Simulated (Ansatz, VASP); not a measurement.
# Two plane-wave programs on RbBr

```
Rb Br
1.0
     5.88999    0.00000    0.00000
    -2.94499    5.10088    0.00000
     0.00000    0.00000    6.86978
Rb Br
2 2
Direct
  0.33333 0.66667 0.25000
  0.66667 0.33333 0.75000
  0.66667 0.33333 0.25000
  0.33333 0.66667 0.75000
```

Alike in both runs: task single point; functional PBE-based screened hybrid; k mesh 3 × 3 × 2; no spin polarisation.

|  | VASP | Ansatz |
| --- | --- | --- |
| version | VASP 6.6.1 | Ansatz 0.2.0 |
| potentials or method | VASP PAW PBE potentials, release 64 (Rb_sv, Br) | plane waves |
| plane-wave cutoff (eV) | 520 | 420 |
| occupations | gaussian, width 0.01 eV | fixed |
| valence electrons in the cell | 32 | 32 |

Ansatz gave:

- gap on the k mesh at the Fermi level (eV): 4.58
- pressure (GPa): 0.2
- traceless stress, the component that is largest in VASP (GPa): 0.13

Q: Which values does VASP return?

A: gap on the k mesh at the Fermi level (eV): 4.59; pressure (GPa): 0.3; traceless stress, the component that is largest in VASP (GPa): 0.13.

VASP's potentials were made for PBE, not for PBE-based screened hybrid. Ansatz's warnings: stress exchange threshold loose, stress scf threshold loose.

The k mesh is coarse, so the values compare programs but aren't converged.
